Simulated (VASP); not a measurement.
C:

```
CELL_PARAMETERS angstrom
1.98672 -2.15108 0.00000
1.98672 2.15108 0.00000
0.00000 0.00000 2.34462
ATOMIC_POSITIONS crystal
C 0.47265 0.15227 0.86544
C 0.52735 0.84773 0.36544
C 0.84773 0.52735 0.63456
C 0.15227 0.47265 0.13456
```

| Item | Value |
| --- | --- |
| Program | VASP 6.6.1 |
| Task | relaxation of cell and atoms |
| Functional | PBE |
| Potentials or basis | VASP PAW PBE potentials, release 64 (C) |
| Cutoff | 600 eV |
| k mesh | 6 × 6 × 8 |
| Occupations | gaussian, width 0.1 eV |
| Spin | no spin polarisation |

At the start: pressure 80.5 GPa; volume 5.01 Å³/atom.

Question: How do energy, volume and symmetry change on relaxing?

Answer: Over 13 steps the energy falls by 317.3 meV/atom and the volume is 5.91 Å³/atom (+18.0 %); space group P4_322 (No. 95, to 0.05 Å).

Step by step:
```csv
step,energy change (eV),largest force (eV/Å),pressure (GPa),volume (Å³)
1,0.0000,2.4688,80.47,20.04
2,-0.2426,0.9941,-47.42,28.25
3,-1.1085,0.7637,-5.62,23.90
4,-1.1098,0.7705,-3.72,23.77
5,-1.2358,0.4508,-3.95,24.04
6,-1.2532,0.2413,-3.92,23.98
7,-1.2652,0.2161,2.36,23.57
8,-1.2670,0.1113,0.66,23.68
9,-1.2681,0.0634,-0.70,23.70
10,-1.2683,0.0526,-0.32,23.70
11,-1.2687,0.0442,0.06,23.67
12,-1.2689,0.0546,0.47,23.64
13,-1.2692,0.0213,0.30,23.65
```

Final structure:
```
CELL_PARAMETERS angstrom
2.19547 -2.19662 0.00000
2.19547 2.19662 0.00000
0.00000 0.00000 2.45247
ATOMIC_POSITIONS crystal
C 0.50031 0.14609 0.87463
C 0.49969 0.85391 0.37463
C 0.85391 0.49969 0.62537
C 0.14609 0.50031 0.12537
```

Caveat: the volume moved by over 15 % at a fixed basis, so the end points are rough.
